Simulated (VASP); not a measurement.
# CdTe (I-4m2) in VASP: a series of runs

CdTe is run at these levels: PBE; tasks: single point.

Everything below comes from runs of VASP 6.6.1. Logs are shortened: lines on timing, memory, paths and dates and some standing lists are left out, and cuts for length are marked.

### Step 1. The cell of the first run

Symmetry: I-4m2, No. 119, tetragonal system. Conventional cell: a = 5.252 Å, b = 5.252 Å, c = 5.252 Å, α = 90.00°, β = 90.00°, γ = 90.00°. Cd (site symmetry -4m2) has 4 Te at 2.94 Å within 3.9 Å. Within 3.9 Å of Te (site symmetry -4m2) lie 4 Cd at 2.94 Å.

### Step 2. Single point, PBE

Input file INCAR:

```
SYSTEM = CdTe
ALGO = Normal
EDIFF = 1E-6
ENCUT = 520
GGA = PE
ISIF = 2
ISMEAR = 0
LASPH = .True.
LCHARG = .False.
LREAL = .False.
LWAVE = .False.
NBANDS = 16
NELM = 60
PREC = Accurate
SIGMA = 0.05
```

Input file KPOINTS:

```
k-points
0
Gamma
  10 10 10
  0 0 0
```

Input file POSCAR:

```
CdTe
1.0
    0.0000000000      3.7140622038      2.6258419781
    3.7140622038      0.0000000000      2.6258419781
    3.7140622038      3.7140622038      0.0000000000
Cd Te
1 1
Direct
    0.0000000000      0.0000000000      0.0000000000
    0.7500000000      0.7500000000      0.7500000000
```

Potentials or basis: VASP PAW PBE potentials, release 64 (Cd, Te).

Started as:

```bash
> cat potpaw_PBE.64/Cd/POTCAR potpaw_PBE.64/Te/POTCAR > POTCAR
> mpirun -np 1 vasp_std > vasp.out
```

OUTCAR:

```text
SYSTEM = CdTe
   EDIFF = 1E-6
   ENCUT = 520
   GGA = PE
   ISIF = 2
   ISMEAR = 0
   LASPH = .True.
   LREAL = .False.
   NELM = 60
   PREC = Accurate

 ion  position               nearest neighbor table
   1  0.000  0.000  0.000-   2 2.94   2 2.94   2 2.94   2 2.94
   2  0.750  0.750  0.750-   1 2.94   1 2.94   1 2.94   1 2.94

  LATTYP: Found a body centered tetragonal cell.
 ALAT       =     5.2524771401
 C/A-ratio  =     0.9998489886

  Lattice vectors:

 A1 = (   0.0000000000,  -3.7140622038,  -2.6258419781)
 A2 = (   0.0000000000,   3.7140622038,  -2.6258419781)
 A3 = (   3.7140622038,   0.0000000000,   2.6258419781)

Analysis of symmetry for initial positions (statically):
=====================================================================
 Subroutine PRICEL returns:
 Original cell was already a primitive cell.

 Routine SETGRP: Setting up the symmetry group for a
 body centered tetragonal supercell.

 Subroutine GETGRP returns: Found  8 space group operations
 (whereof  8 operations were pure point group operations)
 out of a pool of 16 trial point group operations.

The static configuration has the point symmetry D_2d.

Analysis of symmetry for dynamics (positions and initial velocities):
=====================================================================
 Subroutine PRICEL returns:
 Original cell was already a primitive cell.

 Routine SETGRP: Setting up the symmetry group for a
 body centered tetragonal supercell.

 Subroutine GETGRP returns: Found  8 space group operations
 (whereof  8 operations were pure point group operations)
 out of a pool of 16 trial point group operations.

The dynamic configuration has the point symmetry D_2d.

 Subroutine INISYM returns: Found  8 space group operations
 (whereof  8 operations are pure point group operations),
 and found     1 'primitive' translations

----------------------------------------------------------------------------------------

                                     Primitive cell

  volume of cell :      72.4431

  direct lattice vectors                    reciprocal lattice vectors
     0.000000000  3.714062204  2.625841978    -0.134623486  0.134623486  0.190415114
     3.714062204  0.000000000  2.625841978     0.134623486 -0.134623486  0.190415114
     3.714062204  3.714062204  0.000000000     0.134623486  0.134623486 -0.190415114

  length of vectors
     4.548549675  4.548549675  5.252477140     0.269267305  0.269267305  0.269267305

  position of ions in fractional coordinates (direct lattice)
     0.000000000  0.000000000  0.000000000
     0.750000000  0.750000000  0.750000000

  ion indices of the primitive-cell ions
   primitive index   ion index
                 1           1
                 2           2

----------------------------------------------------------------------------------------

 KPOINTS: k-points

Automatic generation of k-mesh.
 Grid dimensions read from file:
 generate k-points for:   10   10   10

 Generating k-lattice:

  Cartesian coordinates                     Fractional coordinates (reciprocal lattice)
    -0.013462349  0.013462349  0.019041511     0.100000000  0.000000000  0.000000000
     0.013462349 -0.013462349  0.019041511     0.000000000  0.100000000  0.000000000
     0.013462349  0.013462349 -0.019041511     0.000000000  0.000000000  0.100000000

  Length of vectors
     0.026926730  0.026926730  0.026926730

  Shift w.r.t. Gamma in fractional coordinates (k-lattice)
     0.000000000  0.000000000  0.000000000

 Subroutine IBZKPT returns following result:
 ===========================================

 Found    102 irreducible k-points:

 Following reciprocal coordinates:
            Coordinates               Weight
  0.000000  0.000000  0.000000      1.000000
  0.100000 -0.000000  0.000000      8.000000
  0.200000 -0.000000  0.000000      8.000000
  0.300000 -0.000000  0.000000      8.000000
  0.400000 -0.000000  0.000000      8.000000
  0.500000 -0.000000  0.000000      4.000000
[... 16 lines left out ...]
  0.300000  0.300000  0.000000      2.000000
  0.400000  0.300000  0.000000      8.000000
 [... further k-points ...]
   k-points           NKPTS =    102   k-points in BZ     NKDIM =    102   number of bands    NBANDS=     16
   number of dos      NEDOS =    301   number of ions     NIONS =      2
   total plane-waves  NPLWV =  51840
   dimension x,y,z NGX =    36 NGY =   36 NGZ =   40
   dimension x,y,z NGXF=    72 NGYF=   72 NGZF=   80
   ions per type =               1   1
   NGX,Y,Z   is equivalent  to a cutoff of  13.16, 13.16, 12.66 a.u.
   NGXF,Y,Z  is equivalent  to a cutoff of  26.32, 26.32, 25.32 a.u.
 SYSTEM =  CdTe
   PREC   = accura    normal or accurate (medium, high low for compatibility)
   ISTART =      0    job   : 0-new  1-cont  2-samecut
   ICHARG =      2    charge: 1-file 2-atom 10-const
   ISPIN  =      1    spin polarized calculation?
   LNONCOLLINEAR =      F non collinear calculations
   LSORBIT =      F    spin-orbit coupling
   LASPH  =      T    aspherical Exc in radial PAW
   ENCUT  =  520.0 eV  38.22 Ry    6.18 a.u.   8.46  8.46  9.77*2*pi/ulx,y,z
   NELM   =     60;   NELMIN=  2; NELMDL= -5     # of ELM steps
   EDIFF  = 0.1E-05   stopping-criterion for ELM
   LREAL  =      F    real-space projection
   EDIFFG = 0.1E-04   stopping-criterion for IOM
   NSW    =      0    number of steps for IOM
   IBRION =     -1    ionic relax: 0-MD 1-quasi-New 2-CG
   NFREE  =      0    steps in history (QN), initial steepest desc. (CG)
   ISIF   =      2    stress and relaxation
   ISYM   =      2    0-nonsym 1-usesym 2-fastsym
   POTIM  = 0.5000    time-step for ionic-motion
   TEBEG  =    0.0;   TEEND  =   0.0 temperature during run
   PSTRESS=    0.0 pullay stress
   NELECT =      18.0000    total number of electrons
   NUPDOWN=      -1.0000    fix difference up-down
   EMIN   =  10.00;   EMAX   =-10.00  energy-range for DOS
   EFERMI =   0.00;   METHOD = LEGACY
   ISMEAR =     0;   SIGMA  =   0.05  broadening in eV -4-tet -1-fermi 0-gaus
   EFERMI_NEDOS =   21; number of points for ismear=-14 and -15
   IALGO  =     38    algorithm
   IMIX   =      4    mixing-type and parameters
     AMIX     =   0.40;   BMIX     =  1.00
     AMIX_MAG =   1.60;   BMIX_MAG =  1.00
  volume/ion in A,a.u.               =      36.22       244.44
  Fermi-wavevector in a.u.,A,eV,Ry     =   1.029201  1.944907 14.412023  1.059254
  Thomas-Fermi vector in A             =   2.163236
   LORBIT       =      0    0 simple, 1 ext, 2 COOP (PROOUT), +10 PAW based schemes
   GGA     = PE    functional components
   LHFCALC =     F    Hartree Fock is set to
   AEXX    =    0.0000 exact exchange contribution
   IVDW    =     0    specifies the selected vdW correction
   LEPSILON=     F    determine dielectric tensor
   LRPA    =     F    only Hartree local field effects (RPA)
 non-spin polarized calculation
 Gauss-broadening in eV      SIGMA  =   0.05
  energy-cutoff  :      520.00
  volume of cell :       72.44
 maximum number of plane-waves:      1969
 NGX is ok and might be reduce to    36
   NGX = 17   NGY = 17   NGZ = 19

 number of electron      17.9999997 magnetization

 Free energy of the ion-electron system (eV)
  ---------------------------------------------------
  ext. energy  EPLUGINS =         0.00000000
  ---------------------------------------------------
  free energy    TOTEN  =        -4.60869039 eV

  energy without entropy =       -4.60866149  energy(sigma->0) =       -4.60867594

 E-fermi :   2.0713     XC(G=0):  -8.4168

 val. band max:        2.0023803998   @ k =   0.0000   0.0000   0.0000
 cond. band min:       2.1171315508   @ k =   0.0000   0.0000   0.0000
 fundamental gap:      0.1147511510
 Fermi energy:         2.0713121570

 k-point     1 :       0.0000    0.0000    0.0000
  band No.  band energies     occupation
      1      -8.8967      2.00000
      2      -6.2621      2.00000
      3      -6.2621      2.00000
      4      -6.2174      2.00000
      5      -6.1085      2.00000
      6      -6.0812      2.00000
[... 8 lines left out ...]
     15       9.2689      0.00000
     16      10.6257      0.00000

 k-point     2 :       0.1000   -0.0000    0.0000
  band No.  band energies     occupation
      1      -8.8587      2.00000
      2      -6.2588      2.00000
      3      -6.2533      2.00000
      4      -6.2096      2.00000
      5      -6.1058      2.00000
      6      -6.0774      2.00000
[... 8 lines left out ...]
     15       9.5266      0.00000
     16      10.4958      0.00000

 k-point     3 :       0.2000   -0.0000    0.0000
  band No.  band energies     occupation
      1      -8.7584      2.00000
      2      -6.2522      2.00000
      3      -6.2331      2.00000
      4      -6.1817      2.00000
      5      -6.0964      2.00000
      6      -6.0598      2.00000
[... 8 lines left out ...]
     15       9.5527      0.00000
     16      11.4428      0.00000

 k-point     4 :       0.3000   -0.0000    0.0000
  band No.  band energies     occupation
      1      -8.6340      2.00000
      2      -6.2477      2.00000
      3      -6.2138      2.00000
      4      -6.1461      2.00000
      5      -6.0802      2.00000
      6      -6.0001      2.00000
[... 8 lines left out ...]
     15      10.5904      0.00000
     16      12.1221      0.00000
[... 324 lines left out ...]
 k-point    22 :      -0.2000    0.2000    0.0000
  band No.  band energies     occupation
      1      -8.6265      2.00000
      2      -6.2302      2.00000
      3      -6.1909      2.00000
      4      -6.1413      2.00000
      5      -6.0932      2.00000
      6      -6.0316      2.00000
[... 8 lines left out ...]
     15      10.1047      0.00000
     16      10.4144      0.00000

 k-point    23 :       0.3000    0.3000    0.0000
  band No.  band energies     occupation
      1      -8.5111      2.00000
      2      -6.2047      2.00000
      3      -6.2047      2.00000
      4      -6.1869      2.00000
      5      -6.0623      2.00000
      6      -5.7984      2.00000
[... 8 lines left out ...]
     15      10.5143      0.00000
     16      14.0793      0.00000

 k-point    24 :       0.4000    0.3000    0.0000
  band No.  band energies     occupation
      1      -8.4523      2.00000
      2      -6.1985      2.00000
      3      -6.1907      2.00000
      4      -6.1796      2.00000
      5      -6.0526      2.00000
      6      -5.6842      2.00000
[... 8 lines left out ...]
     15      11.3993      0.00000
     16      14.1279      0.00000

 [... further k-points ...]

------------------------ aborting loop because EDIFF is reached ----------------------------------------

  FORCE on cell =-STRESS in cart. coord.  units (eV):
  Direction    XX          YY          ZZ          XY          YZ          ZX
  --------------------------------------------------------------------------------------
  -------------------------------------------------------------------------------------
  Total       -1.1946821     -1.1946821      0.3601792      0.0000000      0.0000000      0.0000000
  in kB      -26.4220185    -26.4220185      7.9658518      0.0000000      0.0000000      0.0000000
  external PRESSURE =     -14.9593951 kB  Pullay stress =       0.0000000 kB

 VOLUME and BASIS-vectors are now :
 -----------------------------------------------------------------------------
  energy-cutoff  :      520.00
  volume of cell :       72.44
      direct lattice vectors                 reciprocal lattice vectors
     0.000000000  3.714062204  2.625841978    -0.134623486  0.134623486  0.190415114
     3.714062204  0.000000000  2.625841978     0.134623486 -0.134623486  0.190415114
     3.714062204  3.714062204  0.000000000     0.134623486  0.134623486 -0.190415114

 POSITION                                       TOTAL-FORCE (eV/Angst)
 -----------------------------------------------------------------------------------
      0.00000      0.00000      0.00000         0.000000      0.000000      0.000000
      5.57109      5.57109      3.93876        -0.000000     -0.000000      0.000000
 -----------------------------------------------------------------------------------
    total drift:                                0.000001      0.000001     -0.000000

  FREE ENERGIE OF THE ION-ELECTRON SYSTEM (eV)
  ---------------------------------------------------
  free  energy   TOTEN  =        -4.6086903884 eV

  energy  without entropy=       -4.6086614866  energy(sigma->0) =       -4.60867594
```

Wall time 2 min (1 thread of Intel Xeon 8259CL, shared host); peak memory 0.3 GiB.

Results:

```
Free energy            : -4.6087 eV
Pressure               : -1.5 GPa
Band gap on the k mesh : 0.11 eV
```

Caveat: semilocal functionals underestimate gaps, and a narrow one can read as zero; spin-orbit coupling is left out, which moves the levels of the heavy elements.

(Continued in part 2 of 2.)

The gap in the log of VASP goes by the Fermi energy; the results here count the filled bands.